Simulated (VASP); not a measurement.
# TiH (P4_2/mmc) in VASP: a series of runs, part 2 of 2

VASP 6.6.1. Earlier steps stand in the parts before.

**3. Single point, LDA**

This run uses another cell than the first one, of 10.32 Å³/atom.

File INCAR:

```
SYSTEM = TiH
ALGO = Normal
EDIFF = 1E-6
ENCUT = 520
ISIF = 2
ISMEAR = -1
LASPH = .True.
LCHARG = .True.
LELF = .True.
LREAL = .False.
LVHAR = .True.
LWAVE = .False.
NBANDS = 21
NELM = 60
PREC = Accurate
SIGMA = 0.15
```

File KPOINTS:

```
k-points
0
Gamma
  8 8 5
  0 0 0
```

File POSCAR:

```
TiH
1.0
    2.9862772112      0.0000000000      0.0000000000
    0.0000000000      2.9862772112      0.0000000000
    0.0000000000      0.0000000000      4.6282539990
Ti H
2 2
Direct
    0.5000000000      0.0000000000      0.5000000000
    0.0000000000      0.5000000000      0.0000000000
    0.0000000000      0.0000000000      0.2500000000
    0.0000000000      0.0000000000      0.7500000000
```

Potentials or basis: VASP PAW LDA potentials, release 64 (Ti_sv, H).

On the command line:

```
cat potpaw_LDA.64/Ti_sv/POTCAR potpaw_LDA.64/H/POTCAR > POTCAR
mpirun -np 1 vasp_std > vasp.out
```

OUTCAR:

```text
SYSTEM = TiH
   EDIFF = 1E-6
   ENCUT = 520
   ISIF = 2
   ISMEAR = -1
   LASPH = .True.
   LREAL = .False.
   NELM = 60
   PREC = Accurate

 ion  position               nearest neighbor table
   1  0.500  0.000  0.500-   3 1.89   4 1.89   3 1.89   4 1.89
   2  0.000  0.500  0.000-   3 1.89   4 1.89   3 1.89   4 1.89
   3  0.000  0.000  0.250-   1 1.89   2 1.89   2 1.89   1 1.89
   4  0.000  0.000  0.750-   1 1.89   2 1.89   2 1.89   1 1.89

  LATTYP: Found a simple tetragonal cell.
 ALAT       =     2.9862772112
 C/A-ratio  =     1.5498407119

  Lattice vectors:

 A1 = (   2.9862772112,   0.0000000000,   0.0000000000)
 A2 = (   0.0000000000,   2.9862772112,   0.0000000000)
 A3 = (   0.0000000000,   0.0000000000,   4.6282539990)

Analysis of symmetry for initial positions (statically):
=====================================================================
 Subroutine PRICEL returns:
 Original cell was already a primitive cell.

 Routine SETGRP: Setting up the symmetry group for a
 simple tetragonal supercell.

 Subroutine GETGRP returns: Found 16 space group operations
 (whereof  8 operations were pure point group operations)
 out of a pool of 16 trial point group operations.

The static configuration has the point symmetry D_2h.
 The point group associated with its full space group is D_4h.

Analysis of symmetry for dynamics (positions and initial velocities):
=====================================================================
 Subroutine PRICEL returns:
 Original cell was already a primitive cell.

 Routine SETGRP: Setting up the symmetry group for a
 simple tetragonal supercell.

 Subroutine GETGRP returns: Found 16 space group operations
 (whereof  8 operations were pure point group operations)
 out of a pool of 16 trial point group operations.

The dynamic configuration has the point symmetry D_2h.
 The point group associated with its full space group is D_4h.

 Subroutine INISYM returns: Found 16 space group operations
[... 113 lines left out ...]
   NUPDOWN=      -1.0000    fix difference up-down
   EMIN   =  10.00;   EMAX   =-10.00  energy-range for DOS
   EFERMI =   0.00;   METHOD = LEGACY
   ISMEAR =    -1;   SIGMA  =   0.15  broadening in eV -4-tet -1-fermi 0-gaus
   EFERMI_NEDOS =   21; number of points for ismear=-14 and -15
   IALGO  =     38    algorithm
   IMIX   =      4    mixing-type and parameters
     AMIX     =   0.40;   BMIX     =  1.00
     AMIX_MAG =   1.60;   BMIX_MAG =  1.00
  volume/ion in A,a.u.               =      10.32        69.63
  Fermi-wavevector in a.u.,A,eV,Ry     =   1.403374  2.651993 26.796116  1.969459
  Thomas-Fermi vector in A             =   2.526042
   LORBIT       =      0    0 simple, 1 ext, 2 COOP (PROOUT), +10 PAW based schemes
   GGA     = CA    functional components
   LHFCALC =     F    Hartree Fock is set to
   AEXX    =    0.0000 exact exchange contribution
   IVDW    =     0    specifies the selected vdW correction
   LEPSILON=     F    determine dielectric tensor
   LRPA    =     F    only Hartree local field effects (RPA)
 non-spin polarized calculation
  energy-cutoff  :      520.00
  volume of cell :       41.27
 maximum number of plane-waves:      1129
 NGX is ok and might be reduce to    24
   NGX = 11   NGY = 11   NGZ = 17

 number of electron      25.9999999 magnetization

 Free energy of the ion-electron system (eV)
  ---------------------------------------------------
  ext. energy  EPLUGINS =         0.00000000
  ---------------------------------------------------
  free energy    TOTEN  =       -25.80742444 eV

  energy without entropy =      -25.60677678  energy(sigma->0) =      -25.70710061

 E-fermi :   6.9547     XC(G=0): -11.5396

 val. band max:        6.9322361290   @ k =   0.1250   0.1250   0.2000
 cond. band min:       6.9815179758   @ k =   0.0000   0.0000   0.0000
 fundamental gap:      0.0492818468
 Fermi energy:         6.9547465834

 k-point     1 :       0.0000    0.0000    0.0000
  band No.  band energies     occupation
      1     -49.3240      2.00000
      2     -49.2496      2.00000
      3     -26.1433      2.00000
      4     -25.8472      2.00000
      5     -25.8472      2.00000
      6     -25.7446      2.00000
[... 565 lines left out ...]
     20      10.5352      0.00000
     21      12.7283      0.00000

 [... further k-points ...]
[... 5 lines left out ...]
  --------------------------------------------------------------------------------------
  -------------------------------------------------------------------------------------
  Total       -2.7584825     -2.7584825     -2.6588356      0.0000000      0.0000000      0.0000000
  in kB     -107.0787723   -107.0787723   -103.2106816      0.0000000      0.0000000      0.0000000
  external PRESSURE =    -105.7894087 kB  Pullay stress =       0.0000000 kB

 VOLUME and BASIS-vectors are now :
 -----------------------------------------------------------------------------
  energy-cutoff  :      520.00
  volume of cell :       41.27
      direct lattice vectors                 reciprocal lattice vectors
     2.986277211  0.000000000  0.000000000     0.334865094  0.000000000  0.000000000
     0.000000000  2.986277211  0.000000000     0.000000000  0.334865094  0.000000000
     0.000000000  0.000000000  4.628253999     0.000000000  0.000000000  0.216064200

 POSITION                                       TOTAL-FORCE (eV/Angst)
 -----------------------------------------------------------------------------------
      1.49314      0.00000      2.31413         0.000000      0.000000     -0.000000
      0.00000      1.49314      0.00000         0.000000      0.000000     -0.000000
      0.00000      0.00000      1.15706         0.000000      0.000000      0.000000
      0.00000      0.00000      3.47119         0.000000      0.000000      0.000000
 -----------------------------------------------------------------------------------
    total drift:                                0.000000      0.000000     -0.000000

  FREE ENERGIE OF THE ION-ELECTRON SYSTEM (eV)
  ---------------------------------------------------
  free  energy   TOTEN  =       -25.8074244368 eV

  energy  without entropy=      -25.6067767836  energy(sigma->0) =      -25.70710061
```

Wall time 46 s (1 thread of Intel Xeon 8259CL, shared host); peak memory 0.16 GiB.

Results:

```
Free energy            : -25.8074 eV
Pressure               : -10.6 GPa
Band gap on the k mesh : zero (bands 13 and 14 overlap by 0.37 eV)
```

Stress tensor (GPa, compression positive):
```
-10.71   0.00   0.00
  0.00 -10.71   0.00
  0.00   0.00 -10.32
```

Caveat: the cell stands under tension.

**4. Single point, LDA**

This run uses another cell than the first one, of 10.52 Å³/atom.

File INCAR:

```
PREC = Accurate
ENCUT = 520
EDIFF = 1E-6
ISMEAR = -1
SIGMA = 0.15
LREAL = False
LASPH = True
NELM = 80
ALGO = Normal
ISIF = 2
LWAVE = False
LCHARG = False
NBANDS = 21
```

File KPOINTS:

```
regular mesh
0
Gamma
  8 8 5
```

File POSCAR:

```
TiH
1.0
    3.0052985980      0.0000000000      0.0000000000
    0.0000000000      3.0052985980      0.0000000000
    0.0000000000      0.0000000000      4.6577341186
Ti H
2 2
Direct
    0.5000000000      0.0000000000      0.5000000000
    0.0000000000      0.5000000000      0.0000000000
    0.0000000000      0.0000000000      0.2500000000
    0.0000000000      0.0000000000      0.7500000000
```

Potentials or basis: VASP PAW LDA potentials, release 64 (Ti_sv, H).

On the command line:

```
cat potpaw_LDA.64/Ti_sv/POTCAR potpaw_LDA.64/H/POTCAR > POTCAR
mpirun -np 1 vasp_std > vasp.out
```

OUTCAR:

```text
PREC = Accurate
   ENCUT = 520
   EDIFF = 1E-6
   ISMEAR = -1
   LREAL = False
   LASPH = True
   NELM = 80
   ISIF = 2

 ion  position               nearest neighbor table
   1  0.500  0.000  0.500-   3 1.90   4 1.90   3 1.90   4 1.90
   2  0.000  0.500  0.000-   3 1.90   4 1.90   3 1.90   4 1.90
   3  0.000  0.000  0.250-   1 1.90   2 1.90   2 1.90   1 1.90
   4  0.000  0.000  0.750-   1 1.90   2 1.90   2 1.90   1 1.90

  LATTYP: Found a simple tetragonal cell.
 ALAT       =     3.0052985980
 C/A-ratio  =     1.5498407119

  Lattice vectors:

 A1 = (   3.0052985980,   0.0000000000,   0.0000000000)
 A2 = (   0.0000000000,   3.0052985980,   0.0000000000)
 A3 = (   0.0000000000,   0.0000000000,   4.6577341186)

Analysis of symmetry for initial positions (statically):
=====================================================================
 Subroutine PRICEL returns:
 Original cell was already a primitive cell.

 Routine SETGRP: Setting up the symmetry group for a
 simple tetragonal supercell.

 Subroutine GETGRP returns: Found 16 space group operations
 (whereof  8 operations were pure point group operations)
 out of a pool of 16 trial point group operations.

The static configuration has the point symmetry D_2h.
 The point group associated with its full space group is D_4h.

Analysis of symmetry for dynamics (positions and initial velocities):
=====================================================================
 Subroutine PRICEL returns:
 Original cell was already a primitive cell.

 Routine SETGRP: Setting up the symmetry group for a
 simple tetragonal supercell.

 Subroutine GETGRP returns: Found 16 space group operations
 (whereof  8 operations were pure point group operations)
 out of a pool of 16 trial point group operations.

The dynamic configuration has the point symmetry D_2h.
 The point group associated with its full space group is D_4h.

 Subroutine INISYM returns: Found 16 space group operations
 (whereof  8 operations are pure point group operations),
[... 114 lines left out ...]
   EFERMI =   0.00;   METHOD = LEGACY
   ISMEAR =    -1;   SIGMA  =   0.15  broadening in eV -4-tet -1-fermi 0-gaus
   EFERMI_NEDOS =   21; number of points for ismear=-14 and -15
   IALGO  =     38    algorithm
   IMIX   =      4    mixing-type and parameters
     AMIX     =   0.40;   BMIX     =  1.00
     AMIX_MAG =   1.60;   BMIX_MAG =  1.00
  volume/ion in A,a.u.               =      10.52        70.97
  Fermi-wavevector in a.u.,A,eV,Ry     =   1.394492  2.635207 26.457989  1.944607
  Thomas-Fermi vector in A             =   2.518036
   LORBIT       =      0    0 simple, 1 ext, 2 COOP (PROOUT), +10 PAW based schemes
   GGA     = CA    functional components
   LHFCALC =     F    Hartree Fock is set to
   AEXX    =    0.0000 exact exchange contribution
   IVDW    =     0    specifies the selected vdW correction
   LEPSILON=     F    determine dielectric tensor
   LRPA    =     F    only Hartree local field effects (RPA)
 non-spin polarized calculation
  energy-cutoff  :      520.00
  volume of cell :       42.07
 maximum number of plane-waves:      1147
 NGX is ok and might be reduce to    24
   NGX = 11   NGY = 11   NGZ = 17

 number of electron      26.0000002 magnetization

 Free energy of the ion-electron system (eV)
  ---------------------------------------------------
  ext. energy  EPLUGINS =         0.00000000
  ---------------------------------------------------
  free energy    TOTEN  =       -25.75153137 eV

  energy without entropy =      -25.54643661  energy(sigma->0) =      -25.64898399

 E-fermi :   6.7752     XC(G=0): -11.4512

 val. band max:        6.7526849473   @ k =   0.1250   0.1250   0.2000
 cond. band min:       6.8027018388   @ k =   0.0000   0.0000   0.0000
 fundamental gap:      0.0500168915
 Fermi energy:         6.7751779079

 k-point     1 :       0.0000    0.0000    0.0000
  band No.  band energies     occupation
      1     -49.5369      2.00000
      2     -49.4685      2.00000
      3     -26.3417      2.00000
      4     -26.0661      2.00000
      5     -26.0661      2.00000
      6     -25.9692      2.00000
[... 565 lines left out ...]
     20      10.2646      0.00000
     21      12.4028      0.00000

 [... further k-points ...]
[... 5 lines left out ...]
  --------------------------------------------------------------------------------------
  -------------------------------------------------------------------------------------
  Total       -3.2694684     -3.2694684     -3.2298350     -0.0000000      0.0000000      0.0000000
  in kB     -124.5196149   -124.5196149   -123.0101564     -0.0000000      0.0000000      0.0000000
  external PRESSURE =    -124.0164620 kB  Pullay stress =       0.0000000 kB

 VOLUME and BASIS-vectors are now :
 -----------------------------------------------------------------------------
  energy-cutoff  :      520.00
  volume of cell :       42.07
      direct lattice vectors                 reciprocal lattice vectors
     3.005298598  0.000000000  0.000000000     0.332745638  0.000000000  0.000000000
     0.000000000  3.005298598  0.000000000     0.000000000  0.332745638  0.000000000
     0.000000000  0.000000000  4.657734119     0.000000000  0.000000000  0.214696669

 POSITION                                       TOTAL-FORCE (eV/Angst)
 -----------------------------------------------------------------------------------
      1.50265      0.00000      2.32887         0.000000      0.000000      0.000000
      0.00000      1.50265      0.00000         0.000000      0.000000      0.000000
      0.00000      0.00000      1.16443         0.000000     -0.000000     -0.000000
      0.00000      0.00000      3.49330         0.000000      0.000000      0.000000
 -----------------------------------------------------------------------------------
    total drift:                                0.000000      0.000000     -0.000000

  FREE ENERGIE OF THE ION-ELECTRON SYSTEM (eV)
  ---------------------------------------------------
  free  energy   TOTEN  =       -25.7515313705 eV

  energy  without entropy=      -25.5464366083  energy(sigma->0) =      -25.64898399
```

OSZICAR:

```text
N       E                     dE             d eps       ncg     rms          rms(c)
DAV:   1     0.280485794878E+03    0.28049E+03   -0.13709E+04  1890   0.147E+03
DAV:   2     0.119940916184E+01   -0.27929E+03   -0.27355E+03  1930   0.438E+02
DAV:   3    -0.282996392134E+02   -0.29499E+02   -0.29194E+02  3485   0.119E+02
DAV:   4    -0.298329364257E+02   -0.15333E+01   -0.15289E+01  2332   0.266E+01
DAV:   5    -0.299047681107E+02   -0.71832E-01   -0.71830E-01  2784   0.423E+00    0.151E+01
DAV:   6    -0.258718151640E+02    0.40330E+01   -0.12869E+01  2220   0.347E+01    0.301E+00
DAV:   7    -0.257646295415E+02    0.10719E+00   -0.11621E+00  2777   0.571E+00    0.188E+00
DAV:   8    -0.257502874607E+02    0.14342E-01   -0.11213E-01  2345   0.361E+00    0.722E-01
DAV:   9    -0.257515542244E+02   -0.12668E-02   -0.24064E-02  2573   0.106E+00    0.233E-01
DAV:  10    -0.257514628324E+02    0.91392E-04   -0.25257E-03  2361   0.490E-01    0.809E-02
DAV:  11    -0.257515463351E+02   -0.83503E-04   -0.22345E-04  2480   0.129E-01    0.277E-02
DAV:  12    -0.257515323015E+02    0.14034E-04   -0.36880E-05  2375   0.448E-02    0.970E-03
DAV:  13    -0.257515313705E+02    0.93095E-06   -0.34169E-06  1959   0.151E-02
   1 F= -.25751531E+02 E0= -.25648984E+02  d E =-.205095E+00
```

Run time: 48 s. Hardware: 1 thread of Intel Xeon 8259CL, shared host; peak memory 0.16 GiB.

Results:

* Free energy: -25.7515 eV
* Pressure: -12.4 GPa
* Band gap on the k mesh: zero (bands 13 and 14 overlap by 0.36 eV)

Caveat: the cell stands under tension.

**5. Overview**

| cell | gap on the mesh (eV) | pressure (GPa) |
| --- | --- | --- |
| a = 2.967, b = 2.967, c = 4.598 Å, 4 atoms | none | -8.5 |
| a = 2.986, b = 2.986, c = 4.628 Å, 4 atoms | none | -10.6 |
| a = 3.005, b = 3.005, c = 4.658 Å, 4 atoms | none | -12.4 |

Alike in all rows: task single point; level LDA; potentials or basis VASP PAW LDA potentials, release 64 (Ti_sv, H); no spin polarisation; k mesh 8 × 8 × 5; cutoff (eV) 520; smearing fermi-dirac 0.15 eV.

Caveats: the cell stands under tension.

Total energies depend on the potentials used, so only differences within one code and one set of settings carry meaning.

The gap in the log of VASP goes by the Fermi energy; the results here count the filled bands.